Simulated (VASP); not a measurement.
# AgI (F-43m) in VASP: a series of runs, part 2 of 2

VASP 6.6.1.

**3. Elastic constants, LDA**

This run uses another cell than the first one, of 31.97 Å³/atom.

Contents of INCAR:

```
SYSTEM = AgI
PREC = Accurate
ENCUT = 500
EDIFF = 1E-8
ISMEAR = 0
SIGMA = 0.01
LREAL = .FALSE.
LASPH = .TRUE.
NELM = 120
ALGO = Normal
ISIF = 3
LWAVE = .FALSE.
LCHARG = .FALSE.
NBANDS = 16
IBRION = 6
NFREE = 2
POTIM = 0.015
NSW = 1
GGA_COMPAT = .FALSE.
```

Contents of KPOINTS:

```
Automatic mesh
0
G
  6 6 6
  0 0 0
```

Contents of POSCAR:

```
AgI
1.0
    0.0000000000      3.1739496883      3.1739496883
    3.1739496883      0.0000000000      3.1739496883
    3.1739496883      3.1739496883      0.0000000000
Ag I
1 1
Direct
    0.0000000000      0.0000000000      0.0000000000
    0.7500000000      0.7500000000      0.7500000000
```

Potentials or basis: VASP PAW LDA potentials, release 64 (Ag, I).

On the command line:

```bash
cat potpaw_LDA.64/Ag/POTCAR potpaw_LDA.64/I/POTCAR > POTCAR
mpirun -np 1 vasp_std > vasp.out
```

OUTCAR:

```text
SYSTEM = AgI
   PREC = Accurate
   ENCUT = 500
   EDIFF = 1E-8
   ISMEAR = 0
   LREAL = .FALSE.
   LASPH = .TRUE.
   NELM = 120
   ISIF = 3
   IBRION = 6
   NFREE = 2
   POTIM = 0.015
   NSW = 1

 ion  position               nearest neighbor table
   1  0.000  0.000  0.000-   2 2.75   2 2.75   2 2.75   2 2.75
   2  0.750  0.750  0.750-   1 2.75   1 2.75   1 2.75   1 2.75

  LATTYP: Found a face centered cubic cell.
 ALAT       =     6.3478993766

  Lattice vectors:

 A1 = (   0.0000000000,   3.1739496883,   3.1739496883)
 A2 = (   3.1739496883,   0.0000000000,   3.1739496883)
 A3 = (   3.1739496883,   3.1739496883,   0.0000000000)

Analysis of symmetry for initial positions (statically):
=====================================================================
 Subroutine PRICEL returns:
 Original cell was already a primitive cell.

 Routine SETGRP: Setting up the symmetry group for a
 face centered cubic supercell.

 Subroutine GETGRP returns: Found 24 space group operations
 (whereof 24 operations were pure point group operations)
 out of a pool of 48 trial point group operations.

The static configuration has the point symmetry T_d .

Analysis of symmetry for dynamics (positions and initial velocities):
=====================================================================
 Subroutine PRICEL returns:
 Original cell was already a primitive cell.

 Routine SETGRP: Setting up the symmetry group for a
 face centered cubic supercell.

 Subroutine GETGRP returns: Found 24 space group operations
 (whereof 24 operations were pure point group operations)
 out of a pool of 48 trial point group operations.

The dynamic configuration has the point symmetry T_d .

 Subroutine INISYM returns: Found 24 space group operations
 (whereof 24 operations are pure point group operations),
 and found     1 'primitive' translations

----------------------------------------------------------------------------------------

                                     Primitive cell

  volume of cell :      63.9485

  direct lattice vectors                    reciprocal lattice vectors
     0.000000000  3.173949688  3.173949688    -0.157532428  0.157532428  0.157532428
     3.173949688  0.000000000  3.173949688     0.157532428 -0.157532428  0.157532428
     3.173949688  3.173949688  0.000000000     0.157532428  0.157532428 -0.157532428

  length of vectors
     4.488642695  4.488642695  4.488642695     0.272854169  0.272854169  0.272854169

  position of ions in fractional coordinates (direct lattice)
     0.000000000  0.000000000  0.000000000
[... 220 lines left out ...]
  ---------------------------------------------------
  free  energy   TOTEN  =        -6.1193876375 eV

  energy  without entropy=       -6.1193876375  energy(sigma->0) =       -6.11938764

[... ionic steps 4 to 14 ...]

--------------------------------------- Ionic step       15  -------------------------------------------

 number of electron      18.0000001 magnetization

------------------------ aborting loop because EDIFF is reached ----------------------------------------
[... 67 lines left out ...]
--------------------------------------- Ionic step       17  -------------------------------------------

 number of electron      18.0000002 magnetization

 Free energy of the ion-electron system (eV)
  ---------------------------------------------------
  ext. energy  EPLUGINS =         0.00000000
  ---------------------------------------------------
  free energy    TOTEN  =        -6.12134869 eV

  energy without entropy =       -6.12134869  energy(sigma->0) =       -6.12134869

 E-fermi :   3.8273     XC(G=0):  -9.1610

 val. band max:        3.7258643836   @ k =   0.0000   0.0000   0.0000
 cond. band min:       4.8084150320   @ k =   0.0000   0.0000   0.0000
 fundamental gap:      1.0825506484
 Fermi energy:         3.8272861323

 k-point     1 :       0.0000    0.0000    0.0000
  band No.  band energies     occupation
      1      -9.5436      2.00000
      2      -0.9989      2.00000
      3      -0.9795      2.00000
      4      -0.9596      2.00000
      5       0.2706      2.00000
      6       0.2709      2.00000
[... 433 lines left out ...]
      3      -0.7458      2.00000
      4      -0.6946      2.00000
      5       0.2809      2.00000
      6       0.3130      2.00000
[... 8 lines left out ...]
     15      14.3841      0.00000
     16      14.7120      0.00000

 [... further k-points ...]
[... 5 lines left out ...]
  --------------------------------------------------------------------------------------
  -------------------------------------------------------------------------------------
  Total        0.0132742      0.0148010      0.0148010      0.0000000     -0.0782482      0.0000000
  in kB        0.3325740      0.3708268      0.3708268      0.0000000     -1.9604459      0.0000000
  external PRESSURE =       0.3580758 kB  Pullay stress =       0.0000000 kB
[... 17 lines left out ...]
  FREE ENERGIE OF THE ION-ELECTRON SYSTEM (eV)
  ---------------------------------------------------
  free  energy   TOTEN  =        -6.1213486930 eV

  energy  without entropy=       -6.1213486930  energy(sigma->0) =       -6.12134869

 INTERNAL STRAIN TENSORS FROM STRAINED CELLS
 ============================================

 INTERNAL STRAIN TENSOR FOR ION    1 for displacements in x,y,z  (eV/Angst):
          X           Y           Z          XY          YZ          ZX
  --------------------------------------------------------------------------------
  x     0.00000    -0.00000     0.00000    -0.00000    -5.20789     0.00000
  y     0.00000     0.00000     0.00000    -0.00000    -0.00000    -5.20788
  z     0.00000    -0.00000    -0.00000    -5.20795    -0.00000     0.00000

 INTERNAL STRAIN TENSORS FROM DISPLACED ATOMS
 ============================================

 INTERNAL STRAIN TENSOR FOR ION    1 for displacements in x,y,z  (eV/Angst):
          X           Y           Z          XY          YZ          ZX
  --------------------------------------------------------------------------------
  x     0.00000    -0.00000    -0.00000     0.00000    -5.22945     0.00000
  y    -0.00000    -0.00000    -0.00000     0.00000     0.00000    -5.22945
  z    -0.00000    -0.00000     0.00000    -5.22945     0.00000     0.00000

 INTERNAL STRAIN TENSOR FOR ION    2 for displacements in x,y,z  (eV/Angst):
          X           Y           Z          XY          YZ          ZX
  --------------------------------------------------------------------------------
  x     0.00000     0.00000     0.00000     0.00000     5.22405     0.00000
  y    -0.00000     0.00000    -0.00000     0.00000     0.00000     5.22405
  z     0.00000     0.00000     0.00000     5.22405     0.00000     0.00000

 Eigenvectors and eigenvalues of the dynamical matrix
 ----------------------------------------------------

   1 f  =    3.530808 THz    22.184719 2PiTHz  117.775068 cm-1    14.602241 meV
             X         Y         Z           dx          dy          dz
      0.000000  0.000000  0.000000     0.365639    0.638311   -0.000000
      4.760925  4.760925  4.760925    -0.336701   -0.587793   -0.000000
[... 21 lines left out ...]
   6 f/i=    0.002092 THz     0.013147 2PiTHz    0.069795 cm-1     0.008654 meV
             X         Y         Z           dx          dy          dz
      0.000000  0.000000  0.000000    -0.086822   -0.068486    0.668311
      4.760925  4.760925  4.760925    -0.094284   -0.074372    0.725749

--------------------------------------------------------------------------------------------------------

 ELASTIC MODULI CONTR FROM IONIC RELAXATION (kBar)
 Direction    XX          YY          ZZ          XY          YZ          ZX
 --------------------------------------------------------------------------------
 XX          -0.0000     -0.0000     -0.0000     -0.0000      0.0000     -0.0000
 YY          -0.0000     -0.0000     -0.0000     -0.0000     -0.0000     -0.0000
 ZZ          -0.0000     -0.0000     -0.0000      0.0000     -0.0000     -0.0000
 XY          -0.0000     -0.0000      0.0000   -230.1533      0.0000      0.0000
 YZ           0.0000     -0.0000     -0.0000      0.0000   -230.1533      0.0000
 ZX          -0.0000     -0.0000     -0.0000      0.0000      0.0000   -230.1533
 --------------------------------------------------------------------------------

 TOTAL ELASTIC MODULI (kBar)
 Direction    XX          YY          ZZ          XY          YZ          ZX
 --------------------------------------------------------------------------------
 XX         461.1311    388.2303    388.2303      0.0000      0.0000      0.0000
 YY         388.2303    461.1311    388.2303     -0.0000     -0.0000     -0.0000
 ZZ         388.2303    388.2303    461.1311      0.0000     -0.0000     -0.0000
 XY           0.0000     -0.0000      0.0000    106.5786      0.0000      0.0000
 YZ           0.0000     -0.0000     -0.0000      0.0000    106.5786      0.0000
 ZX           0.0000     -0.0000     -0.0000      0.0000      0.0000    106.5786
 --------------------------------------------------------------------------------
```

OSZICAR:

```text
N       E                     dE             d eps       ncg     rms          rms(c)
DAV:   1     0.914340803545E+02    0.91434E+02   -0.75935E+03   512   0.925E+02
DAV:   2    -0.316762155726E+01   -0.94602E+02   -0.88567E+02   616   0.196E+02
[... 204 lines left out ...]
DAV:   1    -0.612021515214E+01    0.11335E-02   -0.36766E-01  1488   0.297E+00    0.216E-01
DAV:   2    -0.612135611727E+01   -0.11410E-02   -0.12758E-02  1600   0.634E-01    0.778E-02
DAV:   3    -0.612135113290E+01    0.49844E-05   -0.13753E-04  1984   0.832E-02    0.408E-02
DAV:   4    -0.612134873184E+01    0.24011E-05   -0.11058E-05  1920   0.203E-02    0.680E-03
DAV:   5    -0.612134870472E+01    0.27119E-07   -0.83277E-07  1896   0.534E-03    0.517E-03
DAV:   6    -0.612134869152E+01    0.13201E-07   -0.90102E-08  1920   0.194E-03    0.267E-03
DAV:   7    -0.612134869299E+01   -0.14713E-08   -0.11844E-08  1608   0.598E-04
  17 F= -.61213487E+01 E0= -.61213487E+01  d E =-.554408E-49
```

Run time: 4.3 min. Hardware: 1 thread of Intel Xeon 6975P-C (Granite Rapids), shared host; peak memory 0.25 GiB.

Results:

```yaml
Elastic_constants_C11_C12_C44: 46, 39, 11 GPa
Voigt_bulk_modulus: 41 GPa
Highest_phonon_frequency_at_Γ_LO-TO_splitting_left_out: 118 cm⁻¹
```

Phonon frequencies in cm⁻¹ (negative: imaginary):
```
              q point        frequencies
(0.000, 0.000, 0.000)  0 0 0 118 118 118
```

Elastic tensor in Voigt notation (GPa, in the Cartesian axes of the cell as first typed):
```
46 39 39  0  0  0
39 46 39  0  0  0
39 39 46  0  0  0
 0  0  0 11  0  0
 0  0  0  0 11  0
 0  0  0  0  0 11
```

Clamped-ion elastic tensor (GPa):
```
46 39 39  0  0  0
39 46 39  0  0  0
39 39 46  0  0  0
 0  0  0 34  0  0
 0  0  0  0 34  0
 0  0  0  0  0 34
```

Caveat: spin-orbit coupling is left out, which moves the levels of the heavy elements.
